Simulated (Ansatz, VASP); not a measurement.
# Two plane-wave programs on WSe2

The input INCAR:

```
SYSTEM = WSe2
PREC = Accurate ; ENCUT = 520
EDIFF = 1E-6 ; ISMEAR = 0
SIGMA = 0.05 ; LREAL = .FALSE.
LASPH = .TRUE. ; NELM = 80
ALGO = Normal ; ISIF = 2
LWAVE = .FALSE. ; LCHARG = .FALSE.
GGA = PS ; NBANDS = 35
```

KPOINTS

```
Automatic mesh
0
G
  9 9 2
  0 0 0
```

Contents of POSCAR:

```
WSe2
1.0
   -3.2711504052      0.0000000000      0.0000000000
   -1.6355752026     -2.8328993505      0.0000000000
    0.0000000000      0.0000000000     19.2206689562
W Se
2 4
Direct
    0.3333333333      0.3333333333      0.5158770353
    0.6666666667      0.6666666667      0.1719590118
    0.3333333333      0.3333333333      0.0848694631
    0.6666666667      0.6666666667      0.4287874866
    0.3333333333      0.3333333333      0.2590485605
    0.6666666667      0.6666666667      0.6029665840
```

Input for Ansatz:

```yaml
crystal:
  lattice:
    - [-3.2711504052, 0.0, 0.0]
    - [-1.6355752026, -2.8328993505, 0.0]
    - [0.0, 0.0, 19.2206689562]
  atoms:
    - { symbol: W, position: [0.3333333333, 0.3333333333, 0.5158770353] }
    - { symbol: W, position: [0.6666666667, 0.6666666667, 0.1719590118] }
    - { symbol: Se, position: [0.3333333333, 0.3333333333, 0.0848694631] }
    - { symbol: Se, position: [0.6666666667, 0.6666666667, 0.4287874866] }
    - { symbol: Se, position: [0.3333333333, 0.3333333333, 0.2590485605] }
    - { symbol: Se, position: [0.6666666667, 0.6666666667, 0.602966584] }
basis:
  ecutwfc: 420
kpoints:
  mp_grid: { grid: [9, 9, 2] }
hamiltonian:
  xc: pbesol
scf:
  occupations: { method: gaussian, width: 0.05 }
output:
  forces: true
  stress: true
  eigenvalues: true
```

Alike in both runs: task single point; functional PBEsol; k mesh 9 × 9 × 2; occupations gaussian, width 0.05 eV; no spin polarisation.

|  | VASP | Ansatz |
| --- | --- | --- |
| version | VASP 6.6.1 | Ansatz 0.2.0 |
| potentials or method | VASP PAW PBE potentials, release 64 (W_sv, Se), cutoff 520 eV | scalar-relativistic, plane waves, PAW |
| valence electrons in the cell | 52 | 92 |

Ansatz gave:

| Property | Result |
| --- | --- |
| gap on the k mesh at the Fermi level (eV) | 1.51 |
| least direct gap on the mesh (eV) | 1.65 |
| rms of the force components (eV/Å) | 0.015 |

Which values does VASP return?

gap on the k mesh at the Fermi level (eV): 1.51; least direct gap on the mesh (eV): 1.64; rms of the force components (eV/Å): 0.028.

VASP's potentials were made for PBE, not for PBEsol. Atom by atom the forces differ by 0.029 eV/Å (rms over components). VASP's potentials hold 52 valence electrons a cell and Ansatz's 92, so a difference there can come from the potentials and not from the codes.

Neither program's run includes spin-orbit coupling.
